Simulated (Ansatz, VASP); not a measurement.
# Ir: VASP beside Ansatz

INCAR

```
  ALGO = Normal
  EDIFF = 1E-7
  EDIFFG = -0.01
  ENCUT = 560
  GGA = CA
  GGA_COMPAT = F
  IBRION = 2
  ISIF = 3
  ISMEAR = -1
  LASPH = T
  LCHARG = F
  LREAL = F
  LWAVE = F
  NELM = 120
  NELMIN = 4
  NSW = 80
  PREC = Accurate
  SIGMA = 0.1
```

KPOINTS

```
k-points
0
Gamma
  13 13 13
```

POSCAR

```
Ir
1.0
    2.4815209647      0.0000000000      0.0000000000
    0.0000000000      2.4815209647      0.0000000000
    0.0000000000      0.0000000000      2.4815209647
Ir
1
Direct
    0.0000000000      0.0000000000      0.0000000000
```

Input for Ansatz:

```yaml
crystal:
  lattice:
    - [2.4815209647, 0.0, 0.0]
    - [0.0, 2.4815209647, 0.0]
    - [0.0, 0.0, 2.4815209647]
  atoms:
    - { symbol: Ir, position: [0.0, 0.0, 0.0] }
hamiltonian:
  xc: lda
  pseudopotentials:
    kind: paw
    azcp:
      Ir: "pseudopotentials/Ir.paw.azcp"
basis:
  ecutwfc: 420
  fft_grid_basis: typed
kpoints:
  mp_grid: { grid: [13, 13, 13], shift: [0, 0, 0] }
magnetization:
  spin_polarized: false
scf:
  occupations: { method: fermi_dirac, width: 0.1 }
relax:
  max_steps: 60
  f_tol: 0.01
  cell: {}
```

Alike in both runs: task relaxation of cell and atoms; functional LDA; k mesh 13 × 13 × 13; occupations fermi-dirac, width 0.1 eV; no spin polarisation.

|  | VASP | Ansatz |
| --- | --- | --- |
| version | VASP 6.6.1 | Ansatz 0.2.0 |
| potentials or method | VASP PAW LDA potentials, release 64 (Ir_sv_GW), cutoff 560 eV | plane waves (420 eV) with PAW, scalar-relativistic |
| valence electrons in the cell | 17 | 17 |

|  | VASP | Ansatz | Ansatz less VASP |
| --- | --- | --- | --- |
| relaxed volume (Å³/atom) | 16.11 | 16.16 | +0.050 |
| relaxed length of the cell vector where the two differ most in proportion (Å) | 2.525 | 2.528 | +0.0026 |

Ansatz warns that its potentials were made for another functional, while VASP's fit it. LDA's correlation is that of Perdew and Zunger in VASP and of Perdew and Wang (1992) in Ansatz.

Spin-orbit coupling is off throughout.
